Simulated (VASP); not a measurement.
Runs of VASP 6.6.1 on LiCl. The structure is that of space group Fm-3m (No. 225), or close to it. The cells are those of the table. 

```tsv
cell	gap on the mesh (eV)
a = 3.446 Å, angles 60.0°, 2 atoms	6.57
a = 3.491, b = 3.491, c = 3.446 Å, angles 60.4, 60.4, 59.1°, 2 atoms	6.49
a = 3.718 Å, angles 60.0°, 2 atoms	5.60
a = 3.628, b = 3.628, c = 3.536 Å, angles 60.8, 60.8, 58.3°, 2 atoms	6.08
a = 3.673, b = 3.673, c = 3.718 Å, angles 59.6, 59.6, 60.8°, 2 atoms	5.71
a = 3.808 Å, angles 60.0°, 2 atoms	5.25
a = 3.538, b = 3.538, c = 3.446 Å, angles 60.9, 60.9, 58.3°, 2 atoms	6.42
a = 3.536 Å, angles 60.0°, 2 atoms	6.47
a = 3.582, b = 3.582, c = 3.536 Å, angles 60.4, 60.4, 59.2°, 2 atoms	(b)
a = 3.673, b = 3.673, c = 3.627 Å, angles 60.4, 60.4, 59.2°, 2 atoms	(a)
a = 3.719, b = 3.719, c = 3.627 Å, angles 60.8, 60.8, 58.4°, 2 atoms	5.66
a = 3.582, b = 3.582, c = 3.627 Å, angles 59.6, 59.6, 60.8°, 2 atoms	(c)
```

Alike in all rows: task single point; level LDA; potentials or basis VASP PAW LDA potentials, release 64 (Li_sv, Cl); no spin polarisation; k mesh 8 × 8 × 8; cutoff (eV) 520; smearing gaussian 0.05 eV.

Estimate the missing entries.

(a) 5.82; (b) 6.26; (c) 6.13.

A k mesh can miss the band edges.
